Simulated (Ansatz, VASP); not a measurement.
One calculation of CdS, two programs

File POSCAR:

```
CdS
1.0
    4.2611700000      0.0000000000      0.0000000000
   -2.1305800000      3.6902800000      0.0000000000
    0.0000000000      0.0000000000      5.8041700000
Cd S
1 1
Direct
    0.0000000000      0.0000000000      0.4426900000
    0.6666666667      0.3333333333      0.4343100000
```

Contents of INCAR.step1:

```
ALGO     = Normal         # electronic algorithm
EDIFF    = 1E-5           # SCF threshold, eV
ENCUT    = 400            # plane-wave cutoff, eV
GGA      = PE             # functional
GGA_COMPAT= F            
ISIF     = 2              # what is computed and relaxed
ISMEAR   = 0              # smearing method
LASPH    = T              # aspherical terms in the spheres
LREAL    = F              # projectors in reciprocal space
LWAVE    = T              # write WAVECAR
NBANDS   = 16             # bands
NELM     = 120            # most SCF steps
PREC     = Accurate       # precision mode
SIGMA    = 0.01           # smearing width, eV
```

Contents of INCAR.step2:

```
AEXX     = 0.25           # exact-exchange fraction
ALGO     = Normal         # electronic algorithm
EDIFF    = 1E-6           # SCF threshold, eV
ENCUT    = 400            # plane-wave cutoff, eV
GGA      = PE             # functional
GGA_COMPAT= F            
ISIF     = 2              # what is computed and relaxed
ISMEAR   = 0              # smearing method
ISTART   = 1            
LASPH    = T              # aspherical terms in the spheres
LCHARG   = T              # write CHGCAR
LELF     = T              # ELF
LHFCALC  = T              # exact exchange
LREAL    = F              # projectors in reciprocal space
LVHAR    = T            
LWAVE    = F              # write WAVECAR
NBANDS   = 16             # bands
NELM     = 120            # most SCF steps
PREC     = Accurate       # precision mode
PRECFOCK = Normal       
SIGMA    = 0.01           # smearing width, eV
```

File KPOINTS:

```
k-points
0
Gamma
  2 2 1
```

Input for Ansatz:

```yaml
crystal:
  lattice:
    - [4.26117, 0.0, 0.0]
    - [-2.13058, 3.69028, 0.0]
    - [0.0, 0.0, 5.80417]
  atoms:
    - { symbol: Cd, position: [0.0, 0.0, 0.44269000000000003] }
    - { symbol: S, position: [0.6666666666666666, 0.3333333333333333, 0.4343099999999999] }
basis:
  ecutwfc: 420.0
kpoints:
  mp_grid:
    grid: [2, 2, 1]
hamiltonian:
  xc: pbe0
scf:
  convergence:
    dr2_threshold: 1.0e-09
  mixing:
    algorithm: anderson
    preconditioner: kerker
  occupations:
    method: fixed
output:
  eigenvalues: true
```

Alike in both runs: task single point; functional PBE0; k mesh 2 × 2 × 1; no spin polarisation.

|  | VASP | Ansatz |
| --- | --- | --- |
| version | VASP 6.6.1 | Ansatz 0.2.0 |
| potentials or method | VASP PAW PBE potentials, release 64 (Cd, S), cutoff 400 eV | plane waves, PAW |
| occupations | gaussian, width 0.01 eV | fixed |
| valence electrons in the cell | 18 | 26 |

VASP gave:

- gap on the k mesh at the Fermi level (eV): 3.33

Q: Estimate Ansatz's values.

A: gap on the k mesh at the Fermi level (eV): 3.23.

VASP's potentials hold 18 valence electrons a cell and Ansatz's 26, so a difference there can come from the potentials and not from the codes.

The k mesh is coarse, so the values compare programs but aren't converged.
